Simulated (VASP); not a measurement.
# AlN (P2_1) in VASP: a series of runs

The runs below take AlN through single point, with PBEsol.

All numbers are computed with VASP 6.6.1; they aren't measurements. Logs are shortened: lines on timing, memory, paths and dates and some standing lists are left out, and cuts for length are marked.

## (1) The cell of the first run

It takes space group P2_1 (No. 4, monoclinic). The conventional cell has a = 3.114 Å, b = 4.983 Å, c = 3.114 Å, α = 90.00°, β = 120.00°, γ = 90.00°. Within 2.5 Å of Al (site symmetry 1) lie 4 N at 1.89 to 1.91 Å. Within 2.5 Å of N (site symmetry 1) lie 4 Al at 1.89 to 1.91 Å.

## (2) Single point, PBEsol (atoms displaced along a vibrational mode)

INCAR

```
SYSTEM = AlN
PREC = Accurate
ENCUT = 600
EDIFF = 1E-6
ISMEAR = 0
SIGMA = 0.05
LREAL = .False.
LASPH = .True.
NELM = 120
ALGO = Normal
ISIF = 2
LWAVE = .False.
LCHARG = .False.
GGA = PS
NBANDS = 26
GGA_COMPAT = .False.
```

KPOINTS

```
Automatic mesh
0
Gamma
  8 8 8
  0 0 0
```

POSCAR

```
AlN
1.0
   -3.1136926464      0.0000000000      0.0000000000
    0.0000000000      5.3930738627      0.0000000000
    1.5568463232     -2.6965369313     -4.9834165464
Al N
4 4
Direct
    0.9847936684      0.3325792953      0.9984919239
    0.4847936684      0.8325792953      0.9984919239
    0.2636982555      0.9159126286      0.4984919239
    0.7636982555      0.4159126286      0.4984919239
    0.8211678048      0.1415873714      0.6165080761
    0.3211678048      0.6415873714      0.6165080761
    0.0453402713      0.7249207047      0.1165080761
    0.5453402713      0.2249207047      0.1165080761
```

Potentials or basis: VASP PAW PBE potentials, release 64 (Al, N).

Run with:

```sh
> cat potpaw_PBE.64/Al/POTCAR potpaw_PBE.64/N/POTCAR > POTCAR
> mpirun -np 1 vasp_std > vasp.out
```

OUTCAR:

```text
SYSTEM = AlN
   PREC = Accurate
   ENCUT = 600
   EDIFF = 1E-6
   ISMEAR = 0
   LREAL = .False.
   LASPH = .True.
   NELM = 120
   ISIF = 2
   GGA = PS

 ion  position               nearest neighbor table
   1  0.985  0.333  0.998-   8 1.89   7 1.89   8 1.90   5 1.91   4 3.03   3 3.03   4 3.07   3 3.07
                             2 3.11   2 3.11   2 3.11   2 3.11   4 3.12   3 3.12
   2  0.485  0.833  0.998-   7 1.89   8 1.89   7 1.90   6 1.91   3 3.03   4 3.03   3 3.07   4 3.07
                             1 3.11   1 3.11   1 3.11   1 3.11   3 3.12   4 3.12
   3  0.264  0.916  0.498-   5 1.89   6 1.89   5 1.90   7 1.91   2 3.03   1 3.03   2 3.07   1 3.07
                             4 3.11   4 3.11   4 3.11   4 3.11   2 3.12   1 3.12
   4  0.764  0.416  0.498-   6 1.89   5 1.89   6 1.90   8 1.91   1 3.03   2 3.03   1 3.07   2 3.07
                             3 3.11   3 3.11   3 3.11   3 3.11   1 3.12   2 3.12
   5  0.821  0.142  0.617-   3 1.89   4 1.89   3 1.90   1 1.91
   6  0.321  0.642  0.617-   4 1.89   3 1.89   4 1.90   2 1.91
   7  0.045  0.725  0.117-   2 1.89   1 1.89   2 1.90   3 1.91
   8  0.545  0.225  0.117-   1 1.89   2 1.89   1 1.90   4 1.91

  LATTYP: Found a body centered orthorhombic cell.
 ALAT       =     3.1136926464
 B/A-ratio  =     1.7320508076
 C/A-ratio  =     3.2009688253

  Lattice vectors:

 A1 = (  -1.5568463232,   2.6965369313,   4.9834165464)
 A2 = (   1.5568463232,  -2.6965369314,   4.9834165464)
 A3 = (   1.5568463232,   2.6965369314,  -4.9834165464)

Analysis of symmetry for initial positions (statically):
=====================================================================
 Subroutine PRICEL returns following result:

  LATTYP: Found a hexagonal cell.
 ALAT       =     3.1136926464
 C/A-ratio  =     1.6004844127

  Lattice vectors:

 A1 = (   3.1136926464,   0.0000000000,   0.0000000000)
 A2 = (  -1.5568463232,  -2.6965369314,   0.0000000000)
 A3 = (   0.0000000000,   0.0000000000,  -4.9834165464)

   2 primitive cells build up your supercell.

 Routine SETGRP: Setting up the symmetry group for a
 body centered orthorhombic supercell.

 Subroutine GETGRP returns: Found  2 space group operations
 (whereof  1 operations were pure point group operations)
 out of a pool of  8 trial point group operations.

The static configuration has the point symmetry C_1 .
 The point group associated with its full space group is C_2 .

Analysis of symmetry for dynamics (positions and initial velocities):
=====================================================================
[... 133 lines left out ...]
   ISYM   =      2    0-nonsym 1-usesym 2-fastsym
   POTIM  = 0.5000    time-step for ionic-motion
   TEBEG  =    0.0;   TEEND  =   0.0 temperature during run
   PSTRESS=    0.0 pullay stress
   NELECT =      32.0000    total number of electrons
   NUPDOWN=      -1.0000    fix difference up-down
   EMIN   =  10.00;   EMAX   =-10.00  energy-range for DOS
   EFERMI =   0.00;   METHOD = LEGACY
   ISMEAR =     0;   SIGMA  =   0.05  broadening in eV -4-tet -1-fermi 0-gaus
   EFERMI_NEDOS =   21; number of points for ismear=-14 and -15
   IALGO  =     38    algorithm
   IMIX   =      4    mixing-type and parameters
     AMIX     =   0.40;   BMIX     =  1.00
     AMIX_MAG =   1.60;   BMIX_MAG =  1.00
  volume/ion in A,a.u.               =      10.46        70.59
  Fermi-wavevector in a.u.,A,eV,Ry     =   1.188261  2.245487 19.210929  1.411963
  Thomas-Fermi vector in A             =   2.324394
   LORBIT       =      0    0 simple, 1 ext, 2 COOP (PROOUT), +10 PAW based schemes
   GGA     = PS    functional components
   LHFCALC =     F    Hartree Fock is set to
   AEXX    =    0.0000 exact exchange contribution
   IVDW    =     0    specifies the selected vdW correction
   LEPSILON=     F    determine dielectric tensor
   LRPA    =     F    only Hartree local field effects (RPA)
 non-spin polarized calculation
 Gauss-broadening in eV      SIGMA  =   0.05
  energy-cutoff  :      600.00
  volume of cell :       83.68
 maximum number of plane-waves:      2820
 NGX is ok and might be reduce to    28
   NGX = 13   NGY = 21   NGZ = 23

 number of electron      31.9999998 magnetization

 Free energy of the ion-electron system (eV)
  ---------------------------------------------------
  ext. energy  EPLUGINS =         0.00000000
  ---------------------------------------------------
  free energy    TOTEN  =       -62.59990498 eV

  energy without entropy =      -62.59990498  energy(sigma->0) =      -62.59990498

 E-fermi :   6.3346     XC(G=0): -11.1008

 val. band max:        6.0654935316   @ k =   0.0000   0.0000   0.0000
 cond. band min:      10.1536809431   @ k =   0.0000   0.0000   0.0000
 fundamental gap:      4.0881874115
 Fermi energy:         6.3345775207

 k-point     1 :       0.0000    0.0000    0.0000
  band No.  band energies     occupation
      1      -9.1094      2.00000
      2      -6.9285      2.00000
      3      -6.7358      2.00000
      4      -6.7358      2.00000
      5       0.0035      2.00000
      6       0.3985      2.00000
[... 685 lines left out ...]
     25      17.2028      0.00000
     26      17.3388      0.00000

 [... further k-points ...]

------------------------ aborting loop because EDIFF is reached ----------------------------------------

  FORCE on cell =-STRESS in cart. coord.  units (eV):
  Direction    XX          YY          ZZ          XY          YZ          ZX
  --------------------------------------------------------------------------------------
  -------------------------------------------------------------------------------------
  Total       -0.1646383     -0.0628318     -0.0665620      0.0812625      0.0000000      0.0000000
  in kB       -3.1521157     -1.2029584     -1.2743758      1.5558279      0.0000000      0.0000000
  external PRESSURE =      -1.8764833 kB  Pullay stress =       0.0000000 kB

 VOLUME and BASIS-vectors are now :
 -----------------------------------------------------------------------------
  energy-cutoff  :      600.00
  volume of cell :       83.68
      direct lattice vectors                 reciprocal lattice vectors
    -3.113692646  0.000000000  0.000000000    -0.321162078  0.000000000 -0.100332773
     0.000000000  5.393073863  0.000000000     0.000000000  0.185423012 -0.100332773
     1.556846323 -2.696536931 -4.983416546     0.000000000  0.000000000 -0.200665546

 POSITION                                       TOTAL-FORCE (eV/Angst)
 -----------------------------------------------------------------------------------
     -1.51185     -0.89885     -4.97590        -0.247402      0.009386      0.013792
      0.04500      1.79769     -4.97590        -0.247402      0.009386      0.013792
     -0.04500      3.59538     -2.48419         0.247402     -0.009386      0.013792
     -1.60185      0.89885     -2.48419         0.247402     -0.009386      0.013792
     -1.59706     -0.89885     -3.07232         0.114938      0.003787     -0.013792
     -0.04021      1.79769     -3.07232         0.114938      0.003787     -0.013792
      0.04021      3.59538     -0.58061        -0.114938     -0.003787     -0.013792
     -1.51664      0.89885     -0.58061        -0.114938     -0.003787     -0.013792
 -----------------------------------------------------------------------------------
    total drift:                               -0.000001      0.000001      0.000676

  FREE ENERGIE OF THE ION-ELECTRON SYSTEM (eV)
  ---------------------------------------------------
  free  energy   TOTEN  =       -62.5999049829 eV

  energy  without entropy=      -62.5999049829  energy(sigma->0) =      -62.59990498
```

Run time: 2.7 min. Hardware: 1 thread of Intel Xeon 6975P-C (Granite Rapids), shared host; peak memory 0.44 GiB.

Results:

| Quantity | Value |
| --- | --- |
| Free energy | -62.5999 eV |
| Pressure | -0.2 GPa |
| Largest force | 0.248 eV/Å |
| Band gap on the k mesh | 4.09 eV |

Forces on the atoms (eV/Å):
```
Al  -0.247  0.009  0.014
Al  -0.247  0.009  0.014
Al   0.247 -0.009  0.014
Al   0.247 -0.009  0.014
N    0.115  0.004 -0.014
N    0.115  0.004 -0.014
N   -0.115 -0.004 -0.014
N   -0.115 -0.004 -0.014
```

Stress tensor (GPa, compression positive):
```
-0.32  0.16  0.00
 0.16 -0.12  0.00
 0.00  0.00 -0.13
```

Caveat: the cell differs from its parent crystal (atoms displaced along a vibrational mode); the PAW data sets were made with another functional, which shifts forces and pressure a little.

[end of part 1 of 2]
